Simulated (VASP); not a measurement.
A run of VASP 6.6.1 is set up as follows.

INCAR

```
SYSTEM = BeS
  ALGO = Normal
  EDIFF = 1E-6
  ENCUT = 520
  GGA = PS
  ISIF = 2
  ISMEAR = 0
  LASPH = .TRUE.
  LCHARG = .FALSE.
  LREAL = .FALSE.
  LWAVE = .FALSE.
  NBANDS = 11
  NELM = 80
  PREC = Accurate
  SIGMA = 0.05
```

KPOINTS

```
k-points
0
G
  10 10 10
  0 0 0
```

The input POSCAR:

```
BeS
1.0
    0.0000000000      2.3543394463      2.3923782606
    2.3923782606      0.0000000000      2.3923782606
    2.3923782606      2.3543394463      0.0000000000
Be S
1 1
Direct
    0.0000000000      0.0000000000      0.0000000000
    0.7500000000      0.7500000000      0.7500000000
```

Potentials or basis: VASP PAW PBE potentials, release 64 (Be, S).

Run with:

```sh
$ cat potpaw_PBE.64/Be/POTCAR potpaw_PBE.64/S/POTCAR > POTCAR
$ mpirun -np 1 vasp_std > vasp.out
```

Estimate the band gap on the k mesh.

2.65 eV, indirect (least direct gap 5.51 eV).

Estimate the pressure.

5.4 GPa.

Stress tensor (GPa, compression positive):
```
4.91 0.00 0.00
0.00 6.42 0.00
0.00 0.00 4.91
```

Caveat: the PAW data sets were made with another functional, which shifts forces and pressure a little. A k mesh can miss the band edges.
